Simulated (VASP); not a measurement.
# CoSi2 (I4/mmm) in VASP: a series of runs

CoSi2 is run at these levels: PBE; tasks: single point.

Program: VASP 6.6.1. These are calculated values, not measurements. Logs are shortened: lines on timing, memory, paths and dates and some standing lists are left out, and cuts for length are marked.

**1. The cell of the first run**

It takes space group I4/mmm (No. 139, tetragonal). The conventional cell has a = 3.885 Å, b = 3.885 Å, c = 5.360 Å, α = 90.00°, β = 90.00°, γ = 90.00°. Within 3.1 Å of Co (site symmetry 4/mmm) lie 8 Si at 2.36 Å. Si (site symmetry -4m2) has 4 Co at 2.36 Å and 6 Si at 2.68 to 2.75 Å within 3.1 Å.

**2. Single point, PBE (strain +0.025 along x and y, +0.000 along z)**

Contents of INCAR:

```
SYSTEM = CoSi2
PREC = Accurate
ENCUT = 520
EDIFF = 1E-6
ISMEAR = 0
SIGMA = 0.15
LREAL = .False.
LASPH = .True.
NELM = 60
ALGO = Normal
ISIF = 2
LWAVE = .False.
LCHARG = .False.
GGA = PE
NBANDS = 16
```

Contents of KPOINTS:

```
Automatic mesh
0
Gamma
  16 16 16
  0 0 0
```

Contents of POSCAR:

```
CoSi2
1.0
    0.0000000000      2.7469375362      2.6799390597
    2.7469375362      0.0000000000      2.6799390597
    2.7469375362      2.7469375362      0.0000000000
Co Si
1 2
Direct
    0.0000000000      0.0000000000      0.0000000000
    0.2500000000      0.2500000000      0.2500000000
    0.7500000000      0.7500000000      0.7500000000
```

Potentials or basis: VASP PAW PBE potentials, release 64 (Co, Si).

Run with:

```console
$ cat potpaw_PBE.64/Co/POTCAR potpaw_PBE.64/Si/POTCAR > POTCAR
$ mpirun -np 1 vasp_std > vasp.out
```

OUTCAR:

```text
SYSTEM = CoSi2
   PREC = Accurate
   ENCUT = 520
   EDIFF = 1E-6
   ISMEAR = 0
   LREAL = .False.
   LASPH = .True.
   NELM = 60
   ISIF = 2
   GGA = PE

 ion  position               nearest neighbor table
   1  0.000  0.000  0.000-   3 2.36   3 2.36   3 2.36   2 2.36   2 2.36   2 2.36   3 2.36   2 2.36

   2  0.250  0.250  0.250-   1 2.36   1 2.36   1 2.36   1 2.36   3 2.68   3 2.68   3 2.75   3 2.75
                             3 2.75   3 2.75
   3  0.750  0.750  0.750-   1 2.36   1 2.36   1 2.36   1 2.36   2 2.68   2 2.68   2 2.75   2 2.75
                             2 2.75   2 2.75

  LATTYP: Found a body centered tetragonal cell.
 ALAT       =     3.8847563187
 C/A-ratio  =     1.3797205487

  Lattice vectors:

 A1 = (   0.0000000000,  -2.7469375362,  -2.6799390597)
 A2 = (   0.0000000000,   2.7469375362,  -2.6799390597)
 A3 = (   2.7469375362,   0.0000000000,   2.6799390597)

Analysis of symmetry for initial positions (statically):
=====================================================================
 Subroutine PRICEL returns:
 Original cell was already a primitive cell.

 Routine SETGRP: Setting up the symmetry group for a
 body centered tetragonal supercell.

 Subroutine GETGRP returns: Found 16 space group operations
 (whereof 16 operations were pure point group operations)
 out of a pool of 16 trial point group operations.

The static configuration has the point symmetry D_4h.

Analysis of symmetry for dynamics (positions and initial velocities):
=====================================================================
 Subroutine PRICEL returns:
 Original cell was already a primitive cell.

 Routine SETGRP: Setting up the symmetry group for a
 body centered tetragonal supercell.

 Subroutine GETGRP returns: Found 16 space group operations
 (whereof 16 operations were pure point group operations)
 out of a pool of 16 trial point group operations.

The dynamic configuration has the point symmetry D_4h.

 Subroutine INISYM returns: Found 16 space group operations
 (whereof 16 operations are pure point group operations),
 and found     1 'primitive' translations

----------------------------------------------------------------------------------------

                                     Primitive cell

  volume of cell :      40.4438

  direct lattice vectors                    reciprocal lattice vectors
     0.000000000  2.746937536  2.679939060    -0.182020884  0.182020884  0.186571407
     2.746937536  0.000000000  2.679939060     0.182020884 -0.182020884  0.186571407
     2.746937536  2.746937536  0.000000000     0.182020884  0.182020884 -0.186571407

  length of vectors
     3.837673669  3.837673669  3.884756319     0.317918377  0.317918377  0.317918377

  position of ions in fractional coordinates (direct lattice)
     0.000000000  0.000000000  0.000000000
     0.250000000  0.250000000  0.250000000
     0.750000000  0.750000000  0.750000000

  ion indices of the primitive-cell ions
   primitive index   ion index
                 1           1
                 2           2
                 3           3

----------------------------------------------------------------------------------------

 KPOINTS: Automatic mesh

Automatic generation of k-mesh.
 Grid dimensions read from file:
 generate k-points for:   16   16   16

 Generating k-lattice:

  Cartesian coordinates                     Fractional coordinates (reciprocal lattice)
    -0.011376305  0.011376305  0.011660713     0.062500000  0.000000000  0.000000000
     0.011376305 -0.011376305  0.011660713     0.000000000  0.062500000  0.000000000
     0.011376305  0.011376305 -0.011660713     0.000000000  0.000000000  0.062500000

  Length of vectors
     0.019869899  0.019869899  0.019869899

  Shift w.r.t. Gamma in fractional coordinates (k-lattice)
     0.000000000  0.000000000  0.000000000

 Subroutine IBZKPT returns following result:
 ===========================================

 Found    349 irreducible k-points:

 Following reciprocal coordinates:
            Coordinates               Weight
  0.000000  0.000000  0.000000      1.000000
  0.062500  0.000000  0.000000      8.000000
  0.125000  0.000000  0.000000      8.000000
  0.187500  0.000000  0.000000      8.000000
  0.250000  0.000000  0.000000      8.000000
  0.312500  0.000000  0.000000      8.000000
[... 16 lines left out ...]
 -0.125000  0.062500  0.000000      8.000000
 -0.062500  0.062500  0.000000      4.000000
 [... further k-points ...]
   k-points           NKPTS =    349   k-points in BZ     NKDIM =    349   number of bands    NBANDS=     16
   number of dos      NEDOS =    301   number of ions     NIONS =      3
   total plane-waves  NPLWV =  27000
   dimension x,y,z NGX =    30 NGY =   30 NGZ =   30
   dimension x,y,z NGXF=    60 NGYF=   60 NGZF=   60
   ions per type =               1   2
   NGX,Y,Z   is equivalent  to a cutoff of  13.00, 13.00, 12.84 a.u.
   NGXF,Y,Z  is equivalent  to a cutoff of  25.99, 25.99, 25.68 a.u.
 SYSTEM =  CoSi2
   PREC   = accura    normal or accurate (medium, high low for compatibility)
   ISTART =      0    job   : 0-new  1-cont  2-samecut
   ICHARG =      2    charge: 1-file 2-atom 10-const
   ISPIN  =      1    spin polarized calculation?
   LNONCOLLINEAR =      F non collinear calculations
   LSORBIT =      F    spin-orbit coupling
   LASPH  =      T    aspherical Exc in radial PAW
   ENCUT  =  520.0 eV  38.22 Ry    6.18 a.u.   7.14  7.14  7.22*2*pi/ulx,y,z
   NELM   =     60;   NELMIN=  2; NELMDL= -5     # of ELM steps
   EDIFF  = 0.1E-05   stopping-criterion for ELM
   LREAL  =      F    real-space projection
   EDIFFG = 0.1E-04   stopping-criterion for IOM
   NSW    =      0    number of steps for IOM
   IBRION =     -1    ionic relax: 0-MD 1-quasi-New 2-CG
   NFREE  =      0    steps in history (QN), initial steepest desc. (CG)
   ISIF   =      2    stress and relaxation
   ISYM   =      2    0-nonsym 1-usesym 2-fastsym
   POTIM  = 0.5000    time-step for ionic-motion
   TEBEG  =    0.0;   TEEND  =   0.0 temperature during run
   PSTRESS=    0.0 pullay stress
   NELECT =      17.0000    total number of electrons
   NUPDOWN=      -1.0000    fix difference up-down
   EMIN   =  10.00;   EMAX   =-10.00  energy-range for DOS
   EFERMI =   0.00;   METHOD = LEGACY
   ISMEAR =     0;   SIGMA  =   0.15  broadening in eV -4-tet -1-fermi 0-gaus
   EFERMI_NEDOS =   21; number of points for ismear=-14 and -15
   IALGO  =     38    algorithm
   IMIX   =      4    mixing-type and parameters
     AMIX     =   0.40;   BMIX     =  1.00
     AMIX_MAG =   1.60;   BMIX_MAG =  1.00
  volume/ion in A,a.u.               =      13.48        90.98
  Fermi-wavevector in a.u.,A,eV,Ry     =   1.226329  2.317426 20.461566  1.503883
  Thomas-Fermi vector in A             =   2.361334
   LORBIT       =      0    0 simple, 1 ext, 2 COOP (PROOUT), +10 PAW based schemes
   GGA     = PE    functional components
   LHFCALC =     F    Hartree Fock is set to
   AEXX    =    0.0000 exact exchange contribution
   IVDW    =     0    specifies the selected vdW correction
   LEPSILON=     F    determine dielectric tensor
   LRPA    =     F    only Hartree local field effects (RPA)
 non-spin polarized calculation
 Gauss-broadening in eV      SIGMA  =   0.15
  energy-cutoff  :      520.00
  volume of cell :       40.44
 maximum number of plane-waves:      1102
 NGX is ok and might be reduce to    30
   NGX = 15   NGY = 15   NGZ = 15

 number of electron      16.9999997 magnetization

 Free energy of the ion-electron system (eV)
  ---------------------------------------------------
  ext. energy  EPLUGINS =         0.00000000
  ---------------------------------------------------
  free energy    TOTEN  =       -19.24442163 eV

  energy without entropy =      -19.23189387  energy(sigma->0) =      -19.23815775

 E-fermi :   9.4005     XC(G=0): -11.5110

 val. band max:        9.3960502957   @ k =   0.3750   0.0625   0.2500
 cond. band min:       9.4223712650   @ k =   0.4375   0.0625   0.1875
 fundamental gap:      0.0263209694
 Fermi energy:         9.4004755247

 k-point     1 :       0.0000    0.0000    0.0000
  band No.  band energies     occupation
      1      -3.3217      2.00000
      2       5.4816      2.00000
      3       5.6029      2.00000
      4       5.6029      2.00000
      5       7.6156      2.00000
      6       7.7200      2.00000
[... 8 lines left out ...]
     15      14.6111      0.00000
     16      15.4180      0.00000

 k-point     2 :       0.0625    0.0000    0.0000
  band No.  band energies     occupation
      1      -3.2647      2.00000
      2       5.3772      2.00000
      3       5.5661      2.00000
      4       5.6219      2.00000
      5       7.5985      2.00000
      6       7.7026      2.00000
[... 8 lines left out ...]
     15      14.5019      0.00000
     16      15.2019      0.00000

 k-point     3 :       0.1250    0.0000    0.0000
  band No.  band energies     occupation
      1      -3.0941      2.00000
      2       4.9502      2.00000
      3       5.6144      2.00000
      4       5.6761      2.00000
      5       7.5550      2.00000
      6       7.6576      2.00000
[... 8 lines left out ...]
     15      14.8208      0.00000
     16      14.9297      0.00000

 k-point     4 :       0.1875    0.0000    0.0000
  band No.  band energies     occupation
      1      -2.8118      2.00000
      2       4.3176      2.00000
      3       5.7079      2.00000
      4       5.7570      2.00000
      5       7.5075      2.00000
      6       7.6049      2.00000
[... 8 lines left out ...]
     15      15.1372      0.00000
     16      15.7874      0.00000

 k-point     5 :       0.2500    0.0000    0.0000
  band No.  band energies     occupation
      1      -2.4210      2.00000
      2       3.5564      2.00000
      3       5.8215      2.00000
      4       5.8490      2.00000
      5       7.4877      2.00000
      6       7.5733      2.00000
[... 8 lines left out ...]
     15      15.9897      0.00000
     16      16.6292      0.00000

 k-point     6 :       0.3125    0.0000    0.0000
  band No.  band energies     occupation
      1      -1.9267      2.00000
      2       2.7193      2.00000
      3       5.9319      2.00000
      4       5.9324      2.00000
      5       7.5287      2.00000
      6       7.5939      2.00000
[... 8 lines left out ...]
     15      16.9560      0.00000
     16      17.4938      0.00000

 k-point     7 :       0.3750    0.0000    0.0000
  band No.  band energies     occupation
      1      -1.3371      2.00000
      2       1.8536      2.00000
      3       5.9895      2.00000
      4       6.0184      2.00000
      5       7.6440      2.00000
      6       7.6485      2.00000
[... 8 lines left out ...]
     15      17.9993      0.00000
     16      18.4366      0.00000

 k-point     8 :       0.4375    0.0000    0.0000
  band No.  band energies     occupation
      1      -0.6713      2.00000
      2       1.0092      2.00000
      3       6.0190      2.00000
      4       6.0681      2.00000
      5       7.4284      2.00000
      6       7.8221      2.00000
[... 8 lines left out ...]
     15      19.0462      0.00000
     16      19.4491      0.00000

 k-point     9 :       0.5000    0.0000    0.0000
  band No.  band energies     occupation
      1      -0.1302      2.00000
      2       0.4063      2.00000
      3       6.0274      2.00000
      4       6.0837      2.00000
      5       7.3540      2.00000
      6       7.9176      2.00000
[... 8 lines left out ...]
     15      19.6707      0.00000
     16      20.1580      0.00000
[... 172 lines left out ...]
 k-point    19 :      -0.3750    0.0625    0.0000
  band No.  band energies     occupation
      1      -1.0922      2.00000
      2       1.6334      2.00000
      3       5.8692      2.00000
      4       6.0919      2.00000
      5       7.4449      2.00000
      6       7.5069      2.00000
[... 8 lines left out ...]
     15      18.0077      0.00000
     16      19.4918      0.00000

 k-point    20 :      -0.3125    0.0625    0.0000
  band No.  band energies     occupation
      1      -1.7064      2.00000
      2       2.4944      2.00000
      3       5.7760      2.00000
      4       6.0729      2.00000
      5       7.3541      2.00000
      6       7.7383      2.00000
[... 8 lines left out ...]
     15      17.0270      0.00000
     16      18.6056      0.00000

 k-point    21 :      -0.2500    0.0625    0.0000
  band No.  band energies     occupation
      1      -2.2298      2.00000
      2       3.3367      2.00000
      3       5.6774      2.00000
      4       5.9987      2.00000
      5       7.3078      2.00000
      6       7.6922      2.00000
[... 8 lines left out ...]
     15      16.1679      0.00000
     16      17.6518      0.00000

 k-point    22 :      -0.1875    0.0625    0.0000
  band No.  band energies     occupation
      1      -2.6523      2.00000
      2       4.1112      2.00000
      3       5.5850      2.00000
      4       5.8881      2.00000
      5       7.3494      2.00000
      6       7.6810      2.00000
[... 8 lines left out ...]
     15      15.5032      0.00000
     16      16.7047      0.00000

 k-point    23 :      -0.1250    0.0625    0.0000
  band No.  band energies     occupation
      1      -2.9678      2.00000
      2       4.7670      2.00000
      3       5.5120      2.00000
      4       5.7741      2.00000
      5       7.4357      2.00000
      6       7.6965      2.00000
[... 8 lines left out ...]
     15      15.4277      0.00000
     16      15.7931      0.00000

 k-point    24 :      -0.0625    0.0625    0.0000
  band No.  band energies     occupation
      1      -3.1727      2.00000
      2       5.2370      2.00000
      3       5.4789      2.00000
      4       5.6811      2.00000
      5       7.5276      2.00000
      6       7.7115      2.00000
[... 8 lines left out ...]
     15      14.6606      0.00000
     16      15.5902      0.00000

 [... further k-points ...]
[... 5 lines left out ...]
  --------------------------------------------------------------------------------------
  -------------------------------------------------------------------------------------
  Total       -2.1979125     -2.1979125     -1.6971914      0.0000000      0.0000000     -0.0000000
  in kB      -87.0699893    -87.0699893    -67.2339948      0.0000000      0.0000000     -0.0000000
  external PRESSURE =     -80.4579911 kB  Pullay stress =       0.0000000 kB

 VOLUME and BASIS-vectors are now :
 -----------------------------------------------------------------------------
  energy-cutoff  :      520.00
  volume of cell :       40.44
      direct lattice vectors                 reciprocal lattice vectors
     0.000000000  2.746937536  2.679939060    -0.182020884  0.182020884  0.186571407
     2.746937536  0.000000000  2.679939060     0.182020884 -0.182020884  0.186571407
     2.746937536  2.746937536  0.000000000     0.182020884  0.182020884 -0.186571407

 POSITION                                       TOTAL-FORCE (eV/Angst)
 -----------------------------------------------------------------------------------
      0.00000      0.00000      0.00000        -0.000000     -0.000000      0.000000
      1.37347      1.37347      1.33997        -0.000000     -0.000000     -0.000000
      4.12041      4.12041      4.01991         0.000000      0.000000      0.000000
 -----------------------------------------------------------------------------------
    total drift:                                0.000000     -0.000000     -0.000000

  FREE ENERGIE OF THE ION-ELECTRON SYSTEM (eV)
  ---------------------------------------------------
  free  energy   TOTEN  =       -19.2444216255 eV

  energy  without entropy=      -19.2318938706  energy(sigma->0) =      -19.23815775
```

It took 5.3 min on 1 thread of Intel Xeon 8259CL, shared host; peak memory 0.34 GiB.

What came out:

```yaml
Free_energy: -19.2444 eV
Pressure: -8.0 GPa
Band_gap_on_the_k_mesh: zero (an odd number of electrons rules out a gap without spin polarisation)
```

Caveat: the cell differs from its parent crystal (strain +0.025 along x and y, +0.000 along z); the cell stands under tension; the run has no spin polarisation, though such a crystal can be magnetic.

(Continued in part 2 of 2.)
